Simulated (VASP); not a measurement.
Runs of VASP 6.6.1 on RbBr. The structure is that of space group Fm-3m (No. 225), or close to it. The cells are those of the table. 

```tsv
task	level	cell	cutoff (eV)	gap on the mesh (eV)	pressure (GPa)	relaxed volume (Å³/atom)
single point	r2SCAN	a = 4.896 Å, angles 60.0°, 2 atoms	520	4.89	0.0	-
relaxation of cell and atoms	PBEsol	relaxed from a = 4.847 Å, angles 60.0°, 2 atoms	600	(b)	0.0	-
relaxation of cell and atoms	PBE+D4	relaxed from a = 4.847 Å, angles 60.0°, 2 atoms	600	4.27	0.0	41.70
single point	PBE+D4	a = 4.898 Å, angles 60.0°, 2 atoms	520	(a)	0.0	-
single point	PBEsol	a = 4.844 Å, angles 60.0°, 2 atoms	520	4.22	0.0	-
single point	r2SCAN+rVV10	a = 4.844 Å, angles 60.0°, 2 atoms	520	4.86	0.1	-
relaxation of cell and atoms	r2SCAN+rVV10	relaxed from a = 4.847 Å, angles 60.0°, 2 atoms	600	4.86	0.0	-
relaxation of cell and atoms	r2SCAN	relaxed from a = 4.847 Å, angles 60.0°, 2 atoms	600	4.89	0.0	41.57
```

Alike in all rows: potentials or basis VASP PAW PBE potentials, release 64 (Rb_sv, Br); no spin polarisation; k mesh 6 × 6 × 6; smearing methfessel-paxton 0.05 eV.

Problem. Fill in the values left out.

Solution. (a) 4.28; (b) 4.21.

Caveats: the PAW data sets were made with another functional, which shifts forces and pressure a little (at least some runs); the relaxation stopped at its first step, so nothing moved (at least some runs).

A k mesh can miss the band edges, and the runs leave out spin-orbit coupling on Br, Rb.
